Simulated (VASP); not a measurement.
# Pt (Fm-3m) in VASP: further runs

Runs on Pt. Level: PBEsol. Tasks: single point.

Program: VASP 6.6.1. These are calculated values, not measurements. Logs are shortened: lines on timing, memory, paths and dates and some standing lists are left out, and cuts for length are marked.

### 1 The cell of the first run

The structure is cubic, space group Fm-3m (No. 225). Conventional cell: a = 3.733 Å, b = 3.733 Å, c = 3.733 Å, α = 90.00°, β = 90.00°, γ = 90.00°. Pt (site symmetry m-3m) has 12 Pt at 2.64 Å within 3.5 Å.

### 2 Single point, PBEsol, collinear spin (13.01 Å³/atom)

Input file INCAR:

```
SYSTEM = Pt
PREC     = Accurate       ! precision mode
ENCUT    = 520            ! plane-wave cutoff, eV
EDIFF    = 1E-6           ! SCF threshold, eV
ISMEAR   = 0              ! smearing method
SIGMA    = 0.15           ! smearing width, eV
LREAL    = .FALSE.        ! projectors in reciprocal space
LASPH    = .TRUE.         ! aspherical terms in the spheres
NELM     = 150            ! most SCF steps
ALGO     = Normal         ! electronic algorithm
ISIF     = 2              ! what is computed and relaxed
LWAVE    = .FALSE.        ! write WAVECAR
LCHARG   = .TRUE.         ! write CHGCAR
ISPIN    = 2              ! spin polarisation
MAGMOM   = 0.1            ! initial moments
LORBIT   = 11             ! projections on sites
NUPDOWN  = 0.1            ! fixed moment
LMAXMIX  = 4              ! l up to which the mixer works
GGA      = PS             ! functional
LELF     = .TRUE.         ! ELF
LVHAR    = .TRUE.       
NBANDS   = 15             ! bands
```

Input file KPOINTS:

```
Automatic mesh
0
G
  22 22 22
  0 0 0
```

Input file POSCAR:

```
Pt
1.0
    0.0000000000      1.8665426505      1.8665426505
    1.8665426505      0.0000000000      1.8665426505
    1.8665426505      1.8665426505      0.0000000000
Pt
1
Direct
    0.0000000000      0.0000000000      0.0000000000
```

Potentials or basis: VASP PAW PBE potentials, release 64 (Pt).

On the command line:

```sh
> cat potpaw_PBE.64/Pt/POTCAR > POTCAR
> mpirun -np 1 vasp_std > vasp.out
```

OUTCAR:

```text
SYSTEM = Pt
   PREC = Accurate
   ENCUT = 520
   EDIFF = 1E-6
   ISMEAR = 0
   LREAL = .FALSE.
   LASPH = .TRUE.
   NELM = 150
   ISIF = 2
   ISPIN = 2
   LORBIT = 11
   NUPDOWN = 0.1
   GGA = PS

 ion  position               nearest neighbor table
   1  0.000  0.000  0.000-

  LATTYP: Found a face centered cubic cell.
 ALAT       =     3.7330853010

  Lattice vectors:

 A1 = (   0.0000000000,   1.8665426505,   1.8665426505)
 A2 = (   1.8665426505,   0.0000000000,   1.8665426505)
 A3 = (   1.8665426505,   1.8665426505,   0.0000000000)

Analysis of symmetry for initial positions (statically):
=====================================================================
 Subroutine PRICEL returns:
 Original cell was already a primitive cell.

 Routine SETGRP: Setting up the symmetry group for a
 face centered cubic supercell.

 Subroutine GETGRP returns: Found 48 space group operations
 (whereof 48 operations were pure point group operations)
 out of a pool of 48 trial point group operations.

The static configuration has the point symmetry O_h .

Analysis of symmetry for dynamics (positions and initial velocities):
=====================================================================
 Subroutine PRICEL returns:
 Original cell was already a primitive cell.

 Routine SETGRP: Setting up the symmetry group for a
 face centered cubic supercell.

 Subroutine GETGRP returns: Found 48 space group operations
 (whereof 48 operations were pure point group operations)
 out of a pool of 48 trial point group operations.

The dynamic configuration has the point symmetry O_h .

Analysis of structural, dynamic, and magnetic symmetry:
=====================================================================
 Subroutine PRICEL returns:
 Original cell was already a primitive cell.

 Routine SETGRP: Setting up the symmetry group for a
 face centered cubic supercell.

 Subroutine GETGRP returns: Found 48 space group operations
 (whereof 48 operations were pure point group operations)
 out of a pool of 48 trial point group operations.

The overall configuration has the point symmetry O_h .

 Subroutine INISYM returns: Found 48 space group operations
 (whereof 48 operations are pure point group operations),
 and found     1 'primitive' translations

----------------------------------------------------------------------------------------

                                     Primitive cell

  volume of cell :      13.0060

  direct lattice vectors                    reciprocal lattice vectors
     0.000000000  1.866542651  1.866542651    -0.267874940  0.267874940  0.267874940
     1.866542651  0.000000000  1.866542651     0.267874940 -0.267874940  0.267874940
     1.866542651  1.866542651  0.000000000     0.267874940  0.267874940 -0.267874940

[... 117 lines left out ...]
   NGX =  9   NGY =  9   NGZ =  9

 number of electron      10.0000000 magnetization       0.1000000

 Free energy of the ion-electron system (eV)
  ---------------------------------------------------
  ext. energy  EPLUGINS =         0.00000000
  ---------------------------------------------------
  free energy    TOTEN  =        -6.64127604 eV

  energy without entropy =       -6.62580045  energy(sigma->0) =       -6.63353825

 E-fermi :  14.1713     XC(G=0): -14.5165

 val. band max:       14.2349999622   @ k =   0.4545   0.0909   0.0000
 cond. band min:      14.1735230891   @ k =  -0.4091   0.3182   0.0455
 fundamental gap:     -0.0614768730
 Fermi energy:        14.2418036677

 spin component 1

 k-point     1 :       0.0000    0.0000    0.0000
  band No.  band energies     occupation
      1       2.1038      1.00000
      2       9.3320      1.00000
      3       9.3320      1.00000
      4       9.3320      1.00000
      5      12.1075      1.00000
      6      12.1076      1.00000
      7      28.2410      0.00000
      8      34.0678      0.00000
      9      34.0678      0.00000
     10      34.0678      0.00000
     11      39.9378      0.00000
     12      46.2040      0.00000
     13      46.2040      0.00000
     14      46.2040      0.00000
[... 403 lines left out ...]
      4      12.3617      1.00000
      5      14.1143      0.88540
      6      14.8121      0.00000
      7      21.4298      0.00000
      8      28.0769      0.00000
      9      33.8564      0.00000
     10      34.2990      0.00000
     11      44.6068      0.00000
     12      45.2493      0.00000
     13      46.1064      0.00000
     14      46.3819      0.00000
     15      46.4326      0.00000

 [... further k-points ...]

 spin component 2

 k-point     1 :       0.0000    0.0000    0.0000
  band No.  band energies     occupation
      1       2.1221      1.00000
      2       9.3994      1.00000
      3       9.3994      1.00000
      4       9.3994      1.00000
      5      12.1713      1.00000
      6      12.1713      1.00000
      7      28.2582      0.00000
      8      34.0834      0.00000
      9      34.0834      0.00000
     10      34.0834      0.00000
     11      39.9401      0.00000
     12      46.3188      0.00000
     13      46.3188      0.00000
     14      46.3188      0.00000
[... 403 lines left out ...]
      4      12.3881      1.00000
      5      14.1887      0.43484
      6      14.8730      0.00000
      7      21.4857      0.00000
      8      28.0902      0.00000
      9      33.8826      0.00000
     10      34.3254      0.00000
     11      44.6292      0.00000
     12      45.2704      0.00000
     13      46.1421      0.00000
     14      46.4958      0.00000
     15      46.5468      0.00000

 [... further k-points ...]
[... 5 lines left out ...]
  --------------------------------------------------------------------------------------
  -------------------------------------------------------------------------------------
  Total        4.9725006      4.9725006      4.9725006      0.0000000      0.0000000      0.0000000
  in kB      612.5501904    612.5501904    612.5501904      0.0000000      0.0000000      0.0000000
  external PRESSURE =     612.5501904 kB  Pullay stress =       0.0000000 kB

 VOLUME and BASIS-vectors are now :
 -----------------------------------------------------------------------------
  energy-cutoff  :      520.00
  volume of cell :       13.01
      direct lattice vectors                 reciprocal lattice vectors
     0.000000000  1.866542651  1.866542651    -0.267874940  0.267874940  0.267874940
     1.866542651  0.000000000  1.866542651     0.267874940 -0.267874940  0.267874940
     1.866542651  1.866542651  0.000000000     0.267874940  0.267874940 -0.267874940

 POSITION                                       TOTAL-FORCE (eV/Angst)
 -----------------------------------------------------------------------------------
      0.00000      0.00000      0.00000        -0.000000     -0.000000     -0.000000
 -----------------------------------------------------------------------------------
    total drift:                               -0.000000     -0.000000     -0.000000

  FREE ENERGIE OF THE ION-ELECTRON SYSTEM (eV)
  ---------------------------------------------------
  free  energy   TOTEN  =        -6.6412760404 eV

  energy  without entropy=       -6.6258004532  energy(sigma->0) =       -6.63353825

 total charge

# of ion       s       p       d       tot
------------------------------------------
    1        0.723   0.829   8.205   9.758

 magnetization (x)

# of ion       s       p       d       tot
------------------------------------------
    1       -0.000  -0.001   0.099   0.098
```

OSZICAR:

```text
N       E                     dE             d eps       ncg     rms          rms(c)
DAV:   1     0.446316630107E+02    0.44632E+02   -0.48243E+03 19831   0.596E+02
DAV:   2    -0.626822182370E+01   -0.50900E+02   -0.48744E+02 27142   0.163E+02
DAV:   3    -0.705175615642E+01   -0.78353E+00   -0.78175E+00 25567   0.181E+01
DAV:   4    -0.705349790547E+01   -0.17417E-02   -0.17415E-02 23905   0.996E-01
DAV:   5    -0.705350480589E+01   -0.69004E-05   -0.68998E-05 25465   0.520E-02    0.206E+01
DAV:   6    -0.671469195612E+01    0.33881E+00   -0.50149E-01 28234   0.464E+00    0.110E+01
DAV:   7    -0.664688520216E+01    0.67807E-01   -0.19732E-01 28227   0.276E+00    0.267E+00
DAV:   8    -0.664162820736E+01    0.52570E-02   -0.54363E-03 23103   0.554E-01    0.108E+00
DAV:   9    -0.664129383168E+01    0.33438E-03   -0.91530E-04 27898   0.218E-01    0.196E-01
DAV:  10    -0.664127380070E+01    0.20031E-04   -0.35705E-05 23285   0.423E-02    0.878E-03
DAV:  11    -0.664127568060E+01   -0.18799E-05   -0.10188E-06 23207   0.571E-03    0.136E-02
DAV:  12    -0.664127604038E+01   -0.35978E-06   -0.24491E-07 18471   0.340E-03
   1 F= -.66412760E+01 E0= -.66335382E+01  d E =-.154756E-01  mag=     0.1000
```

Wall time 59 s (1 thread of AMD EPYC 9R45 (Zen 5), shared host); peak memory 0.18 GiB.

What came out:

- Free energy: -6.6413 eV
- Pressure: 61.3 GPa
- Net moment: 0.10 μB per cell
- Site moments: Pt +0.10 μB
- Valence electrons inside the program's atomic spheres: Pt 9.76

Caveat: the cell stands under pressure; the PAW data sets were made with another functional, which shifts forces and pressure a little; spin-orbit coupling is left out, which moves the levels of the heavy elements; the total moment is fixed, so each spin has its own Fermi level.

### 3 Single point, PBEsol, collinear spin (13.01 Å³/atom)

Input file INCAR:

```
SYSTEM = Pt
PREC = Accurate
ENCUT = 520
EDIFF = 1E-6
ISMEAR = 0
SIGMA = 0.15
LREAL = .False.
LASPH = .True.
NELM = 150
ALGO = Fast
ISIF = 2
LWAVE = .False.
LCHARG = .False.
ISPIN = 2
MAGMOM = 0.5
LORBIT = 11
NUPDOWN = 0.5
LMAXMIX = 4
GGA = PS
NBANDS = 15
```

Input file KPOINTS:

```
regular mesh
0
Gamma
  22 22 22
  0 0 0
```

POSCAR is that of step 2.

Potentials or basis: VASP PAW PBE potentials, release 64 (Pt).

On the command line:

```sh
> cat potpaw_PBE.64/Pt/POTCAR > POTCAR
> mpirun -np 1 vasp_std > vasp.out
```

Wall time 62 s (1 thread of AMD EPYC 9R45 (Zen 5), shared host); peak memory 0.17 GiB.

The run converged. Its results:

| Item | Value |
| --- | --- |
| Free energy | -6.5938 eV |
| Pressure | 63.2 GPa |
| Net moment | 0.50 μB per cell |
| Site moments | Pt +0.49 μB |
| Valence electrons inside the program's atomic spheres | Pt 9.76 |

Caveat: the cell stands under pressure; the PAW data sets were made with another functional, which shifts forces and pressure a little; spin-orbit coupling is left out, which moves the levels of the heavy elements; the total moment is fixed, so each spin has its own Fermi level.
